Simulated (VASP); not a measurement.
Runs of VASP 6.6.1 on C. The structure is that of space group P6_3/mmc (No. 194), or close to it. The cells are those of the table. 

```tsv
cell	gap on the mesh (eV)	pressure (GPa)	largest force (eV/Å)
a = 2.594, b = 2.594, c = 8.305 Å, angles 90.0, 90.0, 120.0°, 8 atoms	4.06	-22.0	0.08
a = 2.468, b = 2.468, c = 8.305 Å, angles 90.0, 90.0, 120.0°, 8 atoms	4.81	19.9	0.12
a = 2.619, b = 2.619, c = 8.305 Å, angles 90.0, 90.0, 120.0°, 8 atoms	(b)	-28.1	0.08
a = 2.442, b = 2.442, c = 8.305 Å, angles 90.0, 90.0, 120.0°, 8 atoms	4.82	(c)	0.21
a = 2.417, b = 2.417, c = 8.305 Å, angles 90.0, 90.0, 120.0°, 8 atoms	(a)	43.1	0.31
```

Alike in all rows: task single point; level PBE; potentials or basis VASP PAW PBE potentials, release 64 (C); no spin polarisation; k mesh 12 × 12 × 4; cutoff (eV) 520; smearing gaussian 0.05 eV.

Q: Estimate the missing entries.

A: (a) 4.57; (b) 3.89; (c) 31.0.

A k mesh can miss the band edges.
